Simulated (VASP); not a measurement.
# LuH2 (base) (Fm-3m) in VASP: a series of runs

Runs on LuH2 (base). Level: PBEsol. Tasks: single point, relaxation of cell and atoms.

Program: VASP 6.6.1. These are calculated values, not measurements. Logs are shortened: lines on timing, memory, paths and dates and some standing lists are left out, and cuts for length are marked.

**1. The cell of the first run**

It takes space group Fm-3m (No. 225, cubic). Conventional cell: a = 4.958 Å, b = 4.958 Å, c = 4.958 Å, α = 90.00°, β = 90.00°, γ = 90.00°. Lu (site symmetry m-3m) has 8 H at 2.15 Å within 2.8 Å. H (site symmetry -43m) has 4 Lu at 2.15 Å and 6 H at 2.48 Å within 2.8 Å.

**2. Single point, PBEsol**

INCAR reads:

```
PREC = Accurate ; ENCUT = 520
EDIFF = 1E-6 ; ISMEAR = 0
SIGMA = 0.1 ; LREAL = F
LASPH = T ; NELM = 100
ALGO = Normal ; ISIF = 2
LWAVE = F ; LCHARG = T
GGA = PS ; LELF = T
LVHAR = T ; NBANDS = 20
```

KPOINTS reads:

```
Automatic mesh
0
Gamma
  14 14 14
```

POSCAR reads:

```
LuH2
1.0
    0.0000000000      2.4790705030      2.4790705030
    2.4790705030      0.0000000000      2.4790705030
    2.4790705030      2.4790705030      0.0000000000
Lu H
1 2
Direct
    0.0000000000      0.0000000000      0.0000000000
    0.2500000000      0.2500000000      0.2500000000
    0.7500000000      0.7500000000      0.7500000000
```

Potentials or basis: VASP PAW PBE potentials, release 64 (Lu, H).

The run is started by

```
$ cat potpaw_PBE.64/Lu/POTCAR potpaw_PBE.64/H/POTCAR > POTCAR
$ mpirun -np 1 vasp_std > vasp.out
```

OUTCAR:

```text
PREC = Accurate
   ENCUT = 520
   EDIFF = 1E-6
   ISMEAR = 0
   LREAL = F
   LASPH = T
   NELM = 100
   ISIF = 2
   GGA = PS

 ion  position               nearest neighbor table
   1  0.000  0.000  0.000-   3 2.15   3 2.15   3 2.15   2 2.15   3 2.15   2 2.15   2 2.15   2 2.15

   2  0.250  0.250  0.250-   1 2.15   1 2.15   1 2.15   1 2.15
   3  0.750  0.750  0.750-   1 2.15   1 2.15   1 2.15   1 2.15

  LATTYP: Found a face centered cubic cell.
 ALAT       =     4.9581410060

  Lattice vectors:

 A1 = (   0.0000000000,   2.4790705030,   2.4790705030)
 A2 = (   2.4790705030,   0.0000000000,   2.4790705030)
 A3 = (   2.4790705030,   2.4790705030,   0.0000000000)

Analysis of symmetry for initial positions (statically):
=====================================================================
 Subroutine PRICEL returns:
 Original cell was already a primitive cell.

 Routine SETGRP: Setting up the symmetry group for a
 face centered cubic supercell.

 Subroutine GETGRP returns: Found 48 space group operations
 (whereof 48 operations were pure point group operations)
 out of a pool of 48 trial point group operations.

The static configuration has the point symmetry O_h .

Analysis of symmetry for dynamics (positions and initial velocities):
=====================================================================
 Subroutine PRICEL returns:
 Original cell was already a primitive cell.

 Routine SETGRP: Setting up the symmetry group for a
 face centered cubic supercell.

 Subroutine GETGRP returns: Found 48 space group operations
 (whereof 48 operations were pure point group operations)
 out of a pool of 48 trial point group operations.

The dynamic configuration has the point symmetry O_h .

 Subroutine INISYM returns: Found 48 space group operations
 (whereof 48 operations are pure point group operations),
 and found     1 'primitive' translations

----------------------------------------------------------------------------------------

                                     Primitive cell

  volume of cell :      30.4717

  direct lattice vectors                    reciprocal lattice vectors
     0.000000000  2.479070503  2.479070503    -0.201688496  0.201688496  0.201688496
     2.479070503  0.000000000  2.479070503     0.201688496 -0.201688496  0.201688496
     2.479070503  2.479070503  0.000000000     0.201688496  0.201688496 -0.201688496

  length of vectors
     3.505935127  3.505935127  3.505935127     0.349334722  0.349334722  0.349334722

  position of ions in fractional coordinates (direct lattice)
     0.000000000  0.000000000  0.000000000
     0.250000000  0.250000000  0.250000000
     0.750000000  0.750000000  0.750000000

  ion indices of the primitive-cell ions
   primitive index   ion index
                 1           1
                 2           2
                 3           3

----------------------------------------------------------------------------------------

 KPOINTS: Automatic mesh

Automatic generation of k-mesh.
 Grid dimensions read from file:
 generate k-points for:   14   14   14

 Generating k-lattice:

  Cartesian coordinates                     Fractional coordinates (reciprocal lattice)
    -0.014406321  0.014406321  0.014406321     0.071428571  0.000000000  0.000000000
     0.014406321 -0.014406321  0.014406321     0.000000000  0.071428571  0.000000000
     0.014406321  0.014406321 -0.014406321     0.000000000  0.000000000  0.071428571

  Length of vectors
     0.024952480  0.024952480  0.024952480

  Shift w.r.t. Gamma in fractional coordinates (k-lattice)
     0.000000000  0.000000000  0.000000000

 Subroutine IBZKPT returns following result:
 ===========================================

 Found    104 irreducible k-points:

 Following reciprocal coordinates:
            Coordinates               Weight
  0.000000  0.000000  0.000000      1.000000
  0.071429  0.000000  0.000000      8.000000
  0.142857  0.000000  0.000000      8.000000
  0.214286  0.000000  0.000000      8.000000
  0.285714  0.000000  0.000000      8.000000
  0.357143  0.000000  0.000000      8.000000
[... 16 lines left out ...]
  0.214286  0.142857  0.000000     24.000000
  0.285714  0.142857  0.000000     24.000000
 [... further k-points ...]
   k-points           NKPTS =    104   k-points in BZ     NKDIM =    104   number of bands    NBANDS=     20
   number of dos      NEDOS =    301   number of ions     NIONS =      3
   total plane-waves  NPLWV =  21952
   dimension x,y,z NGX =    28 NGY =   28 NGZ =   28
   dimension x,y,z NGXF=    56 NGYF=   56 NGZF=   56
   ions per type =               1   2
   NGX,Y,Z   is equivalent  to a cutoff of  13.28, 13.28, 13.28 a.u.
   NGXF,Y,Z  is equivalent  to a cutoff of  26.55, 26.55, 26.55 a.u.
 SYSTEM =  unknown system
   PREC   = accura    normal or accurate (medium, high low for compatibility)
   ISTART =      0    job   : 0-new  1-cont  2-samecut
   ICHARG =      2    charge: 1-file 2-atom 10-const
   ISPIN  =      1    spin polarized calculation?
   LNONCOLLINEAR =      F non collinear calculations
   LSORBIT =      F    spin-orbit coupling
   LASPH  =      T    aspherical Exc in radial PAW
   ENCUT  =  520.0 eV  38.22 Ry    6.18 a.u.   6.52  6.52  6.52*2*pi/ulx,y,z
   NELM   =    100;   NELMIN=  2; NELMDL= -5     # of ELM steps
   EDIFF  = 0.1E-05   stopping-criterion for ELM
   LREAL  =      F    real-space projection
   EDIFFG = 0.1E-04   stopping-criterion for IOM
   NSW    =      0    number of steps for IOM
   IBRION =     -1    ionic relax: 0-MD 1-quasi-New 2-CG
   NFREE  =      0    steps in history (QN), initial steepest desc. (CG)
   ISIF   =      2    stress and relaxation
   ISYM   =      2    0-nonsym 1-usesym 2-fastsym
   POTIM  = 0.5000    time-step for ionic-motion
   TEBEG  =    0.0;   TEEND  =   0.0 temperature during run
   PSTRESS=    0.0 pullay stress
   NELECT =      27.0000    total number of electrons
   NUPDOWN=      -1.0000    fix difference up-down
   EMIN   =  10.00;   EMAX   =-10.00  energy-range for DOS
   EFERMI =   0.00;   METHOD = LEGACY
   ISMEAR =     0;   SIGMA  =   0.10  broadening in eV -4-tet -1-fermi 0-gaus
   EFERMI_NEDOS =   21; number of points for ismear=-14 and -15
   IALGO  =     38    algorithm
   IMIX   =      4    mixing-type and parameters
     AMIX     =   0.40;   BMIX     =  1.00
     AMIX_MAG =   1.60;   BMIX_MAG =  1.00
  volume/ion in A,a.u.               =      10.16        68.54
  Fermi-wavevector in a.u.,A,eV,Ry     =   1.572403  2.971411 33.639743  2.472451
  Thomas-Fermi vector in A             =   2.673843
   LORBIT       =      0    0 simple, 1 ext, 2 COOP (PROOUT), +10 PAW based schemes
   GGA     = PS    functional components
   LHFCALC =     F    Hartree Fock is set to
   AEXX    =    0.0000 exact exchange contribution
   IVDW    =     0    specifies the selected vdW correction
   LEPSILON=     F    determine dielectric tensor
   LRPA    =     F    only Hartree local field effects (RPA)
 non-spin polarized calculation
 Gauss-broadening in eV      SIGMA  =   0.10
  energy-cutoff  :      520.00
  volume of cell :       30.47
 maximum number of plane-waves:       869
 NGX is ok and might be reduce to    28
   NGX = 13   NGY = 13   NGZ = 13

 number of electron      26.9999997 magnetization

 Free energy of the ion-electron system (eV)
  ---------------------------------------------------
  ext. energy  EPLUGINS =         0.00000000
  ---------------------------------------------------
  free energy    TOTEN  =       -13.70039231 eV

  energy without entropy =      -13.69684626  energy(sigma->0) =      -13.69861929

 E-fermi :   2.6697     XC(G=0): -11.4126

 val. band max:        2.6149350543   @ k =  -0.3571   0.2143   0.0000
 cond. band min:       2.6936058834   @ k =   0.4286   0.2143   0.0000
 fundamental gap:      0.0786708291
 Fermi energy:         2.6697082397

 k-point     1 :       0.0000    0.0000    0.0000
  band No.  band energies     occupation
      1     -53.3116      2.00000
      2     -23.8090      2.00000
      3     -23.8090      2.00000
      4     -23.8090      2.00000
      5      -6.7674      2.00000
      6      -2.4440      2.00000
[... 12 lines left out ...]
     19      13.0599      0.00000
     20      15.3394      0.00000

 k-point     2 :       0.0714    0.0000    0.0000
  band No.  band energies     occupation
      1     -53.3102      2.00000
      2     -23.8362      2.00000
      3     -23.8122      2.00000
      4     -23.8122      2.00000
      5      -6.6409      2.00000
      6      -2.4461      2.00000
[... 12 lines left out ...]
     19      12.4464      0.00000
     20      15.6414      0.00000

 k-point     3 :       0.1429    0.0000    0.0000
  band No.  band energies     occupation
      1     -53.3065      2.00000
      2     -23.9118      2.00000
      3     -23.8213      2.00000
      4     -23.8213      2.00000
      5      -6.2790      2.00000
      6      -2.4522      2.00000
[... 12 lines left out ...]
     19      11.5373      0.00000
     20      16.3432      0.00000

 k-point     4 :       0.2143    0.0000    0.0000
  band No.  band energies     occupation
      1     -53.3010      2.00000
      2     -24.0186      2.00000
      3     -23.8345      2.00000
      4     -23.8345      2.00000
      5      -5.7351      2.00000
      6      -2.4604      2.00000
[... 12 lines left out ...]
     19      11.0326      0.00000
     20      14.8643      0.00000

 k-point     5 :       0.2857    0.0000    0.0000
  band No.  band energies     occupation
      1     -53.2950      2.00000
      2     -24.1341      2.00000
      3     -23.8491      2.00000
      4     -23.8491      2.00000
      5      -5.1060      2.00000
      6      -2.4651      2.00000
[... 12 lines left out ...]
     19      11.4819      0.00000
     20      12.9050      0.00000

 k-point     6 :       0.3571    0.0000    0.0000
  band No.  band energies     occupation
      1     -53.2895      2.00000
      2     -24.2355      2.00000
      3     -23.8622      2.00000
      4     -23.8622      2.00000
      5      -4.5354      2.00000
      6      -2.4559      2.00000
[... 12 lines left out ...]
     19      11.1453      0.00000
     20      12.7809      0.00000

 k-point     7 :       0.4286    0.0000    0.0000
  band No.  band energies     occupation
      1     -53.2858      2.00000
      2     -24.3043      2.00000
      3     -23.8712      2.00000
      4     -23.8712      2.00000
      5      -4.1687      2.00000
      6      -2.4333      2.00000
[... 12 lines left out ...]
     19       9.9484      0.00000
     20      14.0357      0.00000
[... 277 lines left out ...]
 k-point    20 :      -0.1429    0.0714    0.0000
  band No.  band energies     occupation
      1     -53.3038      2.00000
      2     -23.9550      2.00000
      3     -23.8449      2.00000
      4     -23.8214      2.00000
      5      -6.0087      2.00000
      6      -2.4570      2.00000
[... 12 lines left out ...]
     19      11.3509      0.00000
     20      15.7583      0.00000

 k-point    21 :      -0.0714    0.0714    0.0000
  band No.  band energies     occupation
      1     -53.3081      2.00000
      2     -23.8742      2.00000
      3     -23.8267      2.00000
      4     -23.8135      2.00000
      5      -6.4351      2.00000
      6      -2.4497      2.00000
[... 12 lines left out ...]
     19      11.9435      0.00000
     20      15.6201      0.00000

 k-point    22 :       0.1429    0.1429    0.0000
  band No.  band energies     occupation
      1     -53.3048      2.00000
      2     -23.9129      2.00000
      3     -23.8418      2.00000
      4     -23.8418      2.00000
      5      -6.1059      2.00000
      6      -2.4567      2.00000
[... 12 lines left out ...]
     19      12.0341      0.00000
     20      15.7899      0.00000

 k-point    23 :       0.2143    0.1429    0.0000
  band No.  band energies     occupation
      1     -53.3007      2.00000
      2     -23.9825      2.00000
      3     -23.8582      2.00000
      4     -23.8553      2.00000
      5      -5.6853      2.00000
      6      -2.4657      2.00000
[... 12 lines left out ...]
     19      11.8452      0.00000
     20      15.4199      0.00000

 k-point    24 :       0.2857    0.1429    0.0000
  band No.  band energies     occupation
      1     -53.2954      2.00000
      2     -24.0763      2.00000
      3     -23.8746      2.00000
      4     -23.8722      2.00000
      5      -5.1109      2.00000
      6      -2.4764      2.00000
[... 12 lines left out ...]
     19      11.6723      0.00000
     20      13.5922      0.00000

 [... further k-points ...]
[... 5 lines left out ...]
  --------------------------------------------------------------------------------------
  -------------------------------------------------------------------------------------
  Total        0.0693538      0.0693538      0.0693538     -0.0000000     -0.0000000      0.0000000
  in kB        3.6465673      3.6465673      3.6465673     -0.0000000     -0.0000000      0.0000000
  external PRESSURE =       3.6465673 kB  Pullay stress =       0.0000000 kB

 VOLUME and BASIS-vectors are now :
 -----------------------------------------------------------------------------
  energy-cutoff  :      520.00
  volume of cell :       30.47
      direct lattice vectors                 reciprocal lattice vectors
     0.000000000  2.479070503  2.479070503    -0.201688496  0.201688496  0.201688496
     2.479070503  0.000000000  2.479070503     0.201688496 -0.201688496  0.201688496
     2.479070503  2.479070503  0.000000000     0.201688496  0.201688496 -0.201688496

 POSITION                                       TOTAL-FORCE (eV/Angst)
 -----------------------------------------------------------------------------------
      0.00000      0.00000      0.00000         0.000000     -0.000000      0.000000
      1.23954      1.23954      1.23954         0.000000      0.000000      0.000000
      3.71861      3.71861      3.71861        -0.000000     -0.000000     -0.000000
 -----------------------------------------------------------------------------------
    total drift:                               -0.000000     -0.000000     -0.000000

  FREE ENERGIE OF THE ION-ELECTRON SYSTEM (eV)
  ---------------------------------------------------
  free  energy   TOTEN  =       -13.7003923149 eV

  energy  without entropy=      -13.6968462568  energy(sigma->0) =      -13.69861929
```

Run time: 53 s. Hardware: 1 thread of Intel Xeon Platinum 8488C (Sapphire Rapids), shared host; peak memory 0.21 GiB.

Results:

```yaml
Free_energy: -13.7004 eV
Pressure: 0.4 GPa
```

Levels at points of the mesh, in eV from the Fermi level:
| k point | band 9 | band 10 | band 11 | band 12 | band 13 | band 14 | band 15 | band 16 | band 17 | band 18 |
| --- | --- | --- | --- | --- | --- | --- | --- | --- | --- | --- |
| (0.00, 0.00, 0.00) | -4.76 | -4.69 | -4.69 | -4.69 | -0.30 | 1.43 | 1.43 | 1.43 | 4.40 | 4.40 |
| (0.50, 0.00, 0.00) | -4.74 | -4.70 | -4.70 | -4.68 | -3.75 | 1.50 | 1.50 | 5.08 | 6.02 | 6.02 |
| (0.50, 0.50, 0.00) | -4.76 | -4.73 | -4.72 | -4.72 | -3.79 | -2.41 | 6.24 | 6.33 | 6.33 | 6.83 |

Caveat: the PAW data sets were made with another functional, which shifts forces and pressure a little; spin-orbit coupling is left out, which moves the levels of the heavy elements.

**3. Relaxation of cell and atoms, PBEsol**

This run uses another cell than the first one, of 10.62 Å³/atom, 1.046 times its volume.

INCAR reads:

```
PREC = Accurate
ENCUT = 600
EDIFF = 1E-7
ISMEAR = 0
SIGMA = 0.1
LREAL = F
LASPH = T
NELM = 100
ALGO = Normal
ISIF = 3
LWAVE = F
LCHARG = F
GGA = PS
IBRION = 2
NSW = 100
EDIFFG = -0.002
```

KPOINTS reads:

```
regular mesh
0
Gamma
  14 14 14
```

POSCAR reads:

```
LuH2
1.0
    0.0000000000      2.5165000000      2.5165000000
    2.5165000000      0.0000000000      2.5165000000
    2.5165000000      2.5165000000      0.0000000000
Lu H
1 2
Direct
    0.0000000000      0.0000000000      0.0000000000
    0.2500000000      0.2500000000      0.2500000000
    0.7500000000      0.7500000000      0.7500000000
```

Potentials or basis: VASP PAW PBE potentials, release 64 (Lu, H).

The run is started by

```
$ cat potpaw_PBE.64/Lu/POTCAR potpaw_PBE.64/H/POTCAR > POTCAR
$ mpirun -np 1 vasp_std > vasp.out
```

Wall time 3.9 min (1 thread of Intel Xeon Platinum 8488C (Sapphire Rapids), shared host); peak memory 0.23 GiB.

The run converged. Its results:

| Quantity | Value |
| --- | --- |
| Free energy | -13.7021 eV |
| Relaxed volume | 10.20 Å³/atom |
| Relaxed cell | a = 3.511 Å, b = 3.511 Å, c = 3.511 Å, α = 60.00°, β = 60.00°, γ = 60.00° |
| Space group after relaxing (to 0.05 Å) | Fm-3m (No. 225) |
| Energy gained by relaxing | 5.0 meV/atom |
| Ionic steps | 5 |
| Pressure after relaxing | 0.0 GPa |

Step by step:
| step | energy change (eV) | largest force (eV/Å) | pressure (GPa) | volume (Å³) |
| --- | --- | --- | --- | --- |
| 1 | 0.0000 | 0.0000 | -3.67 | 31.87 |
| 2 | -0.0146 | 0.0000 | -0.44 | 30.76 |
| 3 | -0.0149 | 0.0000 | -0.09 | 30.63 |
| 4 | -0.0149 | 0.0000 | 0.04 | 30.60 |
| 5 | -0.0149 | 0.0000 | 0.03 | 30.61 |

Final structure:
```
Lu H
1.0
     0.00000    2.48286    2.48286
     2.48286    0.00000    2.48286
     2.48286    2.48286    0.00000
Lu H
1 2
Direct
  0.00000 0.00000 0.00000
  0.25000 0.25000 0.25000
  0.75000 0.75000 0.75000
```

Levels at points of the mesh, in eV from the Fermi level:
| k point | band 10 | band 11 | band 12 | band 13 | band 14 | band 15 | band 16 | band 17 |
| --- | --- | --- | --- | --- | --- | --- | --- | --- |
| (0.00, 0.00, 0.00) | -4.70 | -4.70 | -4.70 | -0.31 | 1.42 | 1.42 | 1.42 | 4.38 |
| (0.50, 0.00, 0.00) | -4.72 | -4.72 | -4.70 | -3.76 | 1.50 | 1.50 | 5.06 | 5.99 |
| (0.50, 0.50, 0.00) | -4.74 | -4.73 | -4.73 | -3.81 | -2.40 | 6.21 | 6.30 | 6.30 |

Caveat: the PAW data sets were made with another functional, which shifts forces and pressure a little; spin-orbit coupling is left out, which moves the levels of the heavy elements.

**4. Single point, PBEsol**

INCAR reads:

```
SYSTEM = LuH2
PREC = Accurate
ENCUT = 520
EDIFF = 1E-6
ISMEAR = -1
SIGMA = 0.15
LREAL = .False.
LASPH = .True.
NELM = 100
ALGO = Normal
ISIF = 2
LWAVE = .False.
LCHARG = .True.
GGA = PS
LELF = .True.
LVHAR = .True.
NBANDS = 20
```

KPOINTS reads:

```
Automatic mesh
0
Gamma
  14 14 14
  0 0 0
```

POSCAR reads:

```
LuH2
1.0
    0.0000000000      2.4795715824      2.4795715824
    2.4795715824      0.0000000000      2.4795715824
    2.4795715824      2.4795715824      0.0000000000
Lu H
1 2
Direct
    0.0000000000      0.0000000000      0.0000000000
    0.2500000000      0.2500000000      0.2500000000
    0.7500000000      0.7500000000      0.7500000000
```

The run is started by

```
$ cat potpaw_PBE.64/Lu/POTCAR potpaw_PBE.64/H/POTCAR > POTCAR
$ mpirun -np 1 vasp_std > vasp.out
```

It took 54 s on 1 thread of Intel Xeon Platinum 8488C (Sapphire Rapids), shared host; peak memory 0.22 GiB.

Results (log left out):

- Free energy: -13.7214 eV
- Pressure: 0.4 GPa

Levels at points of the mesh, in eV from the Fermi level:
```csv
k point,band 11,band 12,band 13,band 14,band 15,band 16
"(0.00, 0.00, 0.00)",-4.70,-4.70,-0.31,1.42,1.42,1.42
"(0.50, 0.00, 0.00)",-4.72,-4.70,-3.76,1.49,1.49,5.06
"(0.50, 0.50, 0.00)",-4.73,-4.73,-3.81,-2.42,6.23,6.32
```

Caveat: the PAW data sets were made with another functional, which shifts forces and pressure a little; spin-orbit coupling is left out, which moves the levels of the heavy elements.

[end of part 1 of 2]
